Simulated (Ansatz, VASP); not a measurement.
# SiAs3: VASP beside Ansatz

Contents of INCAR:

```
SYSTEM = SiAs3
PREC     = Accurate       ! precision mode
ENCUT    = 600            ! plane-wave cutoff, eV
EDIFF    = 1E-6           ! SCF threshold, eV
ISMEAR   = 0              ! smearing method
SIGMA    = 0.1            ! smearing width, eV
LREAL    = .False.        ! projectors in reciprocal space
LASPH    = .True.         ! aspherical terms in the spheres
NELM     = 60             ! most SCF steps
ALGO     = Normal         ! electronic algorithm
ISIF     = 3              ! what is computed and relaxed
LWAVE    = .False.        ! write WAVECAR
LCHARG   = .False.        ! write CHGCAR
GGA      = PE             ! functional
IBRION   = 2              ! ionic algorithm
NSW      = 100            ! ionic steps
EDIFFG   = -0.01          ! ionic threshold
```

File KPOINTS:

```
Automatic mesh
0
Gamma
  8 8 8
  0 0 0
```

File POSCAR:

```
SiAs3
1.0
    5.3756171600      0.0000000000      0.0000000000
    0.0000000000      5.3756171600      0.0000000000
    0.0000000000      0.0000000000      5.3756171600
Si As
2 6
Direct
    0.0000000000      0.0000000000      0.0000000000
    0.5000000000      0.5000000000      0.5000000000
    0.2500000000      0.0000000000      0.5000000000
    0.7500000000      0.0000000000      0.5000000000
    0.0000000000      0.5000000000      0.2500000000
    0.0000000000      0.5000000000      0.7500000000
    0.5000000000      0.7500000000      0.0000000000
    0.5000000000      0.2500000000      0.0000000000
```

Input for Ansatz:

```yaml
crystal:
  lattice:
    - [5.37561716, 0.0, 0.0]
    - [0.0, 5.37561716, 0.0]
    - [0.0, 0.0, 5.37561716]
  atoms:
    - { symbol: Si, position: [0.0, 0.0, 0.0] }
    - { symbol: Si, position: [0.5, 0.5, 0.5] }
    - { symbol: As, position: [0.25, 0.0, 0.5] }
    - { symbol: As, position: [0.75, 0.0, 0.5] }
    - { symbol: As, position: [0.0, 0.5, 0.25] }
    - { symbol: As, position: [0.0, 0.5, 0.75] }
    - { symbol: As, position: [0.5, 0.75, 0.0] }
    - { symbol: As, position: [0.5, 0.25, 0.0] }
basis:
  ecutwfc: 420
kpoints:
  mp_grid: { grid: [8, 8, 8] }
hamiltonian:
  xc: pbe
scf:
  occupations: { method: gaussian, width: 0.1 }
output:
  forces: true
  stress: true
  eigenvalues: true
  write_density: true
  write_potential: true
  elf: true
  volumetric_format: npy
relax:
  adjacent_minimum: "off"
  f_tol: 0.01
  max_steps: 80
  cell: { stress_tol: 0.05 }
```

Change from the starting cell: species swapped into the Mo3Os type (Pm-3n, No. 223).

Alike in both runs: task relaxation of cell and atoms; functional PBE; k mesh 8 × 8 × 8; occupations gaussian, width 0.1 eV; no spin polarisation.

```csv
,VASP,Ansatz
version,VASP 6.6.1,Ansatz 0.2.0
potentials or method,"VASP PAW PBE potentials, release 64 (Si, As), cutoff 600 eV","scalar-relativistic, plane waves, PAW"
valence electrons in the cell,38,98
```

|  | VASP | Ansatz | Ansatz less VASP |
| --- | --- | --- | --- |
| gap on the k mesh at the Fermi level, each at its own relaxed structure (eV) | none | none | - |
| relaxed volume (Å³/atom) | 18.78 | 18.76 | -0.021 |
| relaxed cell length with the largest relative difference (Å) | 5.316 | 5.314 | -0.0020 |

A gap of «none» marks a metal or a gap that the smearing closes. VASP's potentials hold 38 valence electrons a cell and Ansatz's 98, so a difference there can come from the potentials and not from the codes.
